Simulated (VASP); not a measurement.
# LiCl (I4/mmm) in VASP: notebook

The runs below take LiCl through single point, with r2SCAN.

Program: VASP 6.6.1. These are calculated values, not measurements. Logs are shortened: lines on timing, memory, paths and dates and some standing lists are left out, and cuts for length are marked.

## 1. The cell of the first run

It takes space group I4/mmm (No. 139, tetragonal). The conventional cell has a = 3.518 Å, b = 3.518 Å, c = 5.130 Å, α = 90.00°, β = 90.00°, γ = 90.00°. Within 3.3 Å of Li (site symmetry 4/mmm) lie 6 Cl at 2.49 to 2.56 Å. Cl (site symmetry 4/mmm) has 6 Li at 2.49 to 2.56 Å within 3.3 Å.

## 2. Single point, r2SCAN (strain -0.030 along x and y, +0.000 along z)

Contents of POSCAR:

```
LiCl
1.0
    0.0000000000      2.4878172000      2.5647600000
    2.4878172000      0.0000000000      2.5647600000
    2.4878172000      2.4878172000      0.0000000000
Li Cl
1 1
Direct
    0.0000000000      0.0000000000      0.0000000000
    0.5000000000      0.5000000000      0.5000000000
```

Contents of INCAR.step1:

```
ALGO = Normal ; EDIFF = 1E-4
ENCUT = 520 ; GGA = PE
ISMEAR = 0 ; LASPH = True
LCHARG = False ; LREAL = False
LWAVE = True ; NBANDS = 12
NELM = 100 ; PREC = Accurate
SIGMA = 0.05
```

Contents of INCAR.step2:

```
ALGO = Normal ; EDIFF = 1E-6
ENCUT = 520 ; ISIF = 2
ISMEAR = 0 ; ISTART = 1
LASPH = True ; LCHARG = False
LMIXTAU = True ; LREAL = False
LWAVE = False ; METAGGA = R2SCAN
NBANDS = 12 ; NELM = 100
PREC = Accurate ; SIGMA = 0.05
```

Contents of KPOINTS:

```
k-points
0
Gamma
  8 8 8
```

Potentials or basis: VASP PAW PBE potentials, release 64 (Li_sv, Cl).

Started as:

```bash
> cat potpaw_PBE.64/Li_sv/POTCAR potpaw_PBE.64/Cl/POTCAR > POTCAR
> cp INCAR.step1 INCAR
> mpirun -np 1 vasp_std > vasp.out
> cp INCAR.step2 INCAR
> mpirun -np 1 vasp_std > vasp.out
```

OUTCAR:

```text
EDIFF = 1E-6
   ENCUT = 520
   ISIF = 2
   ISMEAR = 0
   ISTART = 1
   LASPH = True
   LREAL = False
   METAGGA = R2SCAN
   NELM = 100
   PREC = Accurate

 ion  position               nearest neighbor table
   1  0.000  0.000  0.000-   2 2.49   2 2.49   2 2.49   2 2.49   2 2.56   2 2.56
   2  0.500  0.500  0.500-   1 2.49   1 2.49   1 2.49   1 2.49   1 2.56   1 2.56

  LATTYP: Found a body centered tetragonal cell.
 ALAT       =     3.5183048249
 C/A-ratio  =     1.4579521262

  Lattice vectors:

 A1 = (  -2.4878172000,   0.0000000000,   2.5647600000)
 A2 = (   2.4878172000,   0.0000000000,   2.5647600000)
 A3 = (   0.0000000000,   2.4878172000,  -2.5647600000)

Analysis of symmetry for initial positions (statically):
=====================================================================
 Subroutine PRICEL returns:
 Original cell was already a primitive cell.

 Routine SETGRP: Setting up the symmetry group for a
 body centered tetragonal supercell.

 Subroutine GETGRP returns: Found 16 space group operations
 (whereof 16 operations were pure point group operations)
 out of a pool of 16 trial point group operations.

The static configuration has the point symmetry D_4h.

Analysis of symmetry for dynamics (positions and initial velocities):
=====================================================================
 Subroutine PRICEL returns:
 Original cell was already a primitive cell.

 Routine SETGRP: Setting up the symmetry group for a
 body centered tetragonal supercell.

 Subroutine GETGRP returns: Found 16 space group operations
 (whereof 16 operations were pure point group operations)
 out of a pool of 16 trial point group operations.

The dynamic configuration has the point symmetry D_4h.

 Subroutine INISYM returns: Found 16 space group operations
 (whereof 16 operations are pure point group operations),
 and found     1 'primitive' translations

----------------------------------------------------------------------------------------

                                     Primitive cell

  volume of cell :      31.7478

  direct lattice vectors                    reciprocal lattice vectors
     0.000000000  2.487817200  2.564760000    -0.200979397  0.200979397  0.194950015
     2.487817200  0.000000000  2.564760000     0.200979397 -0.200979397  0.194950015
     2.487817200  2.487817200  0.000000000     0.200979397  0.200979397 -0.194950015

  length of vectors
[... 91 lines left out ...]
   TEBEG  =    0.0;   TEEND  =   0.0 temperature during run
   PSTRESS=    0.0 pullay stress
   NELECT =      10.0000    total number of electrons
   NUPDOWN=      -1.0000    fix difference up-down
   EMIN   =  10.00;   EMAX   =-10.00  energy-range for DOS
   EFERMI =   0.00;   METHOD = LEGACY
   ISMEAR =     0;   SIGMA  =   0.05  broadening in eV -4-tet -1-fermi 0-gaus
   EFERMI_NEDOS =   21; number of points for ismear=-14 and -15
   IALGO  =     38    algorithm
   IMIX   =      4    mixing-type and parameters
     AMIX     =   0.40;   BMIX     =  1.00
     AMIX_MAG =   1.60;   BMIX_MAG =  1.00
  volume/ion in A,a.u.               =      15.87       107.12
  Fermi-wavevector in a.u.,A,eV,Ry     =   1.113876  2.104921 16.881025  1.240720
  Thomas-Fermi vector in A             =   2.250466
   LORBIT       =      0    0 simple, 1 ext, 2 COOP (PROOUT), +10 PAW based schemes
   METAGGA = R2SCAN    functional components
   LHFCALC =     F    Hartree Fock is set to
   AEXX    =    0.0000 exact exchange contribution
   IVDW    =     0    specifies the selected vdW correction
   LEPSILON=     F    determine dielectric tensor
   LRPA    =     F    only Hartree local field effects (RPA)
 non-spin polarized calculation
 Gauss-broadening in eV      SIGMA  =   0.05
  energy-cutoff  :      520.00
  volume of cell :       31.75
 maximum number of plane-waves:       889
   NGX = 13   NGY = 13   NGZ = 13

 number of electron       9.9999993 magnetization

 Free energy of the ion-electron system (eV)
  ---------------------------------------------------
  ext. energy  EPLUGINS =         0.00000000
  ---------------------------------------------------
  free energy    TOTEN  =       -12.57935833 eV

  energy without entropy =      -12.57935833  energy(sigma->0) =      -12.57935833

 E-fermi :   1.0393     XC(G=0):  -9.4456

 val. band max:        0.7195138977   @ k =   0.0000   0.0000   0.0000
 cond. band min:       8.2691519982   @ k =   0.5000   0.0000   0.0000
 fundamental gap:      7.5496381004
 Fermi energy:         1.0393447389

 k-point     1 :       0.0000    0.0000    0.0000
  band No.  band energies     occupation
      1     -44.0673      2.00000
      2     -13.5452      2.00000
      3       0.6393      2.00000
      4       0.6393      2.00000
      5       0.7195      2.00000
      6       8.3771      0.00000
      7      13.1943      0.00000
      8      13.4716      0.00000
      9      13.4716      0.00000
     10      15.9591      0.00000
     11      16.4534      0.00000
     12      16.4705      0.00000
[... 331 lines left out ...]
 k-point    24 :       0.3750    0.0000    0.1250
  band No.  band energies     occupation
      1     -44.0642      2.00000
      2     -12.9945      2.00000
      3      -1.7475      2.00000
      4       0.1534      2.00000
      5       0.1668      2.00000
      6       9.3222      0.00000
      7      11.1827      0.00000
      8      12.2230      0.00000
      9      12.9608      0.00000
     10      16.2126      0.00000
     11      18.1703      0.00000
     12      19.4013      0.00000

 [... further k-points ...]

------------------------ aborting loop because EDIFF is reached ----------------------------------------

  FORCE on cell =-STRESS in cart. coord.  units (eV):
  Direction    XX          YY          ZZ          XY          YZ          ZX
  --------------------------------------------------------------------------------------
  -------------------------------------------------------------------------------------
  Total        0.4109299      0.4109299      0.1035818      0.0000000      0.0000000     -0.0000000
  in kB       20.7378966     20.7378966      5.2273364      0.0000000      0.0000000     -0.0000000
  external PRESSURE =      15.5677098 kB  Pullay stress =       0.0000000 kB

 VOLUME and BASIS-vectors are now :
 -----------------------------------------------------------------------------
  energy-cutoff  :      520.00
  volume of cell :       31.75
      direct lattice vectors                 reciprocal lattice vectors
     0.000000000  2.487817200  2.564760000    -0.200979397  0.200979397  0.194950015
     2.487817200  0.000000000  2.564760000     0.200979397 -0.200979397  0.194950015
     2.487817200  2.487817200  0.000000000     0.200979397  0.200979397 -0.194950015

 POSITION                                       TOTAL-FORCE (eV/Angst)
 -----------------------------------------------------------------------------------
      0.00000      0.00000      0.00000        -0.000000      0.000000      0.000000
      2.48782      2.48782      2.56476         0.000000     -0.000000      0.000000
 -----------------------------------------------------------------------------------
    total drift:                                0.000000      0.000000      0.000000

  FREE ENERGIE OF THE ION-ELECTRON SYSTEM (eV)
  ---------------------------------------------------
  free  energy   TOTEN  =       -12.5793583253 eV

  energy  without entropy=      -12.5793583253  energy(sigma->0) =      -12.57935833
```

It took 81 s on 1 thread of AMD EPYC 7R13 (Zen 3), shared host; peak memory 0.13 GiB.

Results:

```
Free energy            : -12.5794 eV
Band gap on the k mesh : 7.55 eV (least direct gap 7.66 eV)
```

Levels at points of the mesh, in eV from the valence-band top:
```csv
k point,band 3,band 4,band 5,band 6,band 7,band 8
"(0.00, 0.00, 0.00)",-0.08,-0.08,0.00,7.66,12.47,12.75
"(0.50, 0.00, 0.00)",-3.15,-0.40,-0.31,7.55,10.16,10.42
"(0.50, 0.50, 0.00)",-3.28,-1.22,-1.22,8.88,8.95,13.79
"(0.50, 0.00, 0.50)",-3.28,-1.44,-1.22,8.73,8.86,14.26
```

Caveat: the cell differs from its parent crystal (strain -0.030 along x and y, +0.000 along z); the cutoff is under 1.25 times the usual one of these potentials, so pressure, stress and relaxed cells hold a basis-set (Pulay) error; the PAW data sets were made with another functional, which shifts forces and pressure a little. A k mesh can miss the band edges.

## 3. Single point, r2SCAN (strain -0.015 along x and y, -0.030 along z)

Contents of POSCAR:

```
LiCl
1.0
    0.0000000000      2.5262886000      2.4878172000
    2.5262886000      0.0000000000      2.4878172000
    2.5262886000      2.5262886000      0.0000000000
Li Cl
1 1
Direct
    0.0000000000      0.0000000000      0.0000000000
    0.5000000000      0.5000000000      0.5000000000
```

Contents of INCAR.step1:

```
  PREC = Accurate
  ENCUT = 520
  ISMEAR = 0
  SIGMA = 0.05
  LREAL = F
  LASPH = T
  NELM = 60
  NBANDS = 12
  GGA = PE
  ALGO = Normal
  EDIFF = 1E-4
  LWAVE = T
  LCHARG = F
```

Contents of INCAR.step2:

```
  PREC = Accurate
  ENCUT = 520
  EDIFF = 1E-7
  ISMEAR = 0
  SIGMA = 0.05
  LREAL = F
  LASPH = T
  NELM = 60
  ALGO = Normal
  ISIF = 2
  LWAVE = F
  LCHARG = F
  METAGGA = R2SCAN
  LMIXTAU = T
  NBANDS = 12
  ISTART = 1
```

Contents of KPOINTS:

```
Automatic mesh
0
Gamma
  8 8 8
```

Potentials or basis: VASP PAW PBE potentials, release 64 (Li_sv, Cl).

Started as:

```bash
> cat potpaw_PBE.64/Li_sv/POTCAR potpaw_PBE.64/Cl/POTCAR > POTCAR
> cp INCAR.step1 INCAR
> mpirun -np 1 vasp_std > vasp.out
> cp INCAR.step2 INCAR
> mpirun -np 1 vasp_std > vasp.out
```

OUTCAR:

```text
PREC = Accurate
   ENCUT = 520
   EDIFF = 1E-7
   ISMEAR = 0
   LREAL = F
   LASPH = T
   NELM = 60
   ISIF = 2
   METAGGA = R2SCAN
   ISTART = 1

 ion  position               nearest neighbor table
   1  0.000  0.000  0.000-   2 2.49   2 2.49   2 2.53   2 2.53   2 2.53   2 2.53
   2  0.500  0.500  0.500-   1 2.49   1 2.49   1 2.53   1 2.53   1 2.53   1 2.53

  LATTYP: Found a body centered tetragonal cell.
 ALAT       =     3.5727116006
 C/A-ratio  =     1.3926773152

[... 547 lines left out ...]

 [... further k-points ...]

------------------------ aborting loop because EDIFF is reached ----------------------------------------

  FORCE on cell =-STRESS in cart. coord.  units (eV):
  Direction    XX          YY          ZZ          XY          YZ          ZX
  --------------------------------------------------------------------------------------
  -------------------------------------------------------------------------------------
  Total        0.2361361      0.2361361      0.4039336      0.0000000     -0.0000000     -0.0000000
  in kB       11.9140249     11.9140249     20.3800942      0.0000000     -0.0000000     -0.0000000
  external PRESSURE =      14.7360480 kB  Pullay stress =       0.0000000 kB

 VOLUME and BASIS-vectors are now :
 -----------------------------------------------------------------------------
  energy-cutoff  :      520.00
  volume of cell :       31.76
      direct lattice vectors                 reciprocal lattice vectors
     0.000000000  2.526288600  2.487817200    -0.197918797  0.197918797  0.200979397
     2.526288600  0.000000000  2.487817200     0.197918797 -0.197918797  0.200979397
     2.526288600  2.526288600  0.000000000     0.197918797  0.197918797 -0.200979397

 POSITION                                       TOTAL-FORCE (eV/Angst)
 -----------------------------------------------------------------------------------
      0.00000      0.00000      0.00000         0.000000     -0.000000      0.000000
      2.52629      2.52629      2.48782        -0.000000      0.000000      0.000000
 -----------------------------------------------------------------------------------
    total drift:                                0.000000      0.000000      0.000000

  FREE ENERGIE OF THE ION-ELECTRON SYSTEM (eV)
  ---------------------------------------------------
  free  energy   TOTEN  =       -12.5816295751 eV

  energy  without entropy=      -12.5816295751  energy(sigma->0) =      -12.58162958
```

OSZICAR.step1:

```text
N       E                     dE             d eps       ncg     rms          rms(c)
DAV:   1     0.414683036080E+02    0.41468E+02   -0.40975E+03  1416   0.771E+02
DAV:   2    -0.498820639216E+01   -0.46457E+02   -0.43605E+02  1824   0.146E+02
DAV:   3    -0.736840901294E+01   -0.23802E+01   -0.23729E+01  1836   0.340E+01
DAV:   4    -0.742614815758E+01   -0.57739E-01   -0.57721E-01  1960   0.555E+00
DAV:   5    -0.742693644793E+01   -0.78829E-03   -0.78828E-03  1916   0.597E-01    0.247E+00
DAV:   6    -0.736182242772E+01    0.65114E-01   -0.13473E-01  1792   0.175E+00    0.176E+00
DAV:   7    -0.736306993447E+01   -0.12475E-02   -0.47047E-02  2168   0.116E+00    0.939E-01
DAV:   8    -0.736671024092E+01   -0.36403E-02   -0.57138E-03  1656   0.521E-01    0.154E-01
DAV:   9    -0.736666950389E+01    0.40737E-04   -0.16382E-04  1804   0.888E-02
   1 F= -.73666695E+01 E0= -.73666695E+01  d E =-.822471E-17
```

Wall time 96 s (1 thread of AMD EPYC 7R13 (Zen 3), shared host); peak memory 0.14 GiB.

Results:

| Quantity | Value |
| --- | --- |
| Free energy | -12.5816 eV |
| Band gap on the k mesh | 7.59 eV (least direct gap 7.69 eV) |

Caveat: the cell differs from its parent crystal (strain -0.015 along x and y, -0.030 along z); the cutoff is under 1.25 times the usual one of these potentials, so pressure, stress and relaxed cells hold a basis-set (Pulay) error; the PAW data sets were made with another functional, which shifts forces and pressure a little. A k mesh can miss the band edges.
